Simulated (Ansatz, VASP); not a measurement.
# BaS in VASP and in Ansatz

The input INCAR:

```
SYSTEM = BaS
PREC     = Accurate       ! precision mode
ENCUT    = 520            ! plane-wave cutoff, eV
EDIFF    = 1E-8           ! SCF threshold, eV
ISMEAR   = -1             ! smearing method
SIGMA    = 0.02           ! smearing width, eV
LREAL    = .False.        ! projectors in reciprocal space
LASPH    = .True.         ! aspherical terms in the spheres
NELM     = 80             ! most SCF steps
ALGO     = Normal         ! electronic algorithm
ISIF     = 2              ! what is computed and relaxed
LWAVE    = .False.        ! write WAVECAR
LCHARG   = .False.        ! write CHGCAR
GGA      = PE             ! functional
LEFG     = .True.       
NBANDS   = 15             ! bands
```

The input KPOINTS:

```
Automatic mesh
0
Gamma
  8 8 8
  0 0 0
```

File POSCAR:

```
BaS
1.0
    0.0000000000      3.1937500000      3.2576250000
    3.1937500000      0.0000000000      3.2576250000
    3.1937500000      3.1937500000      0.0000000000
Ba S
1 1
Direct
    0.0000000000      0.0000000000      0.0000000000
    0.5000000000      0.5000000000      0.5000000000
```

Input for Ansatz:

```yaml
crystal:
  lattice:
    - [0.0, 3.19375, 3.257625]
    - [3.19375, 0.0, 3.257625]
    - [3.19375, 3.19375, 0.0]
  atoms:
    - { symbol: Ba, position: [0.0, 0.0, 0.0] }
    - { symbol: S, position: [0.5, 0.5, 0.5] }
kpoints:
  mp_grid: { grid: [8, 8, 8] }
scf:
  occupations: { method: fermi_dirac, width: 0.02 }
hamiltonian:
  xc: pbe
  pseudopotentials: { kind: all_electron, datasets: crystal }
output:
  forces: true
  stress: true
  eigenvalues: true
  efg: { contact_densities: true }
```

Change from the starting cell: zz strain of +2 %, crystal datasets.

Alike in both runs: task electric field gradients; functional PBE; k mesh 8 × 8 × 8; occupations fermi-dirac, width 0.02 eV; no spin polarisation.

|  | VASP | Ansatz |
| --- | --- | --- |
| version | VASP 6.6.1 | Ansatz 0.2.0 |
| potentials or method | VASP PAW PBE potentials, release 64 (Ba_sv, S), cutoff 520 eV | all-electron PAW with datasets made for the crystal, scalar-relativistic |

|  | VASP | Ansatz | Ansatz less VASP |
| --- | --- | --- | --- |
| gap on the k mesh at the Fermi level (eV) | 2.12 | 2.21 | +0.097 |
| pressure (GPa) | 0.6 | 0.0 | -0.55 |
| traceless stress, the component that is largest in VASP (GPa) | -1.01 | -0.91 | +0.094 |
| size of Vzz on the site where it differs most (V/Å²) | 25.1 | 23.7 | -1.39 |

Ansatz ran all-electron here, and VASP with PAW potentials.

Neither program's run includes spin-orbit coupling.
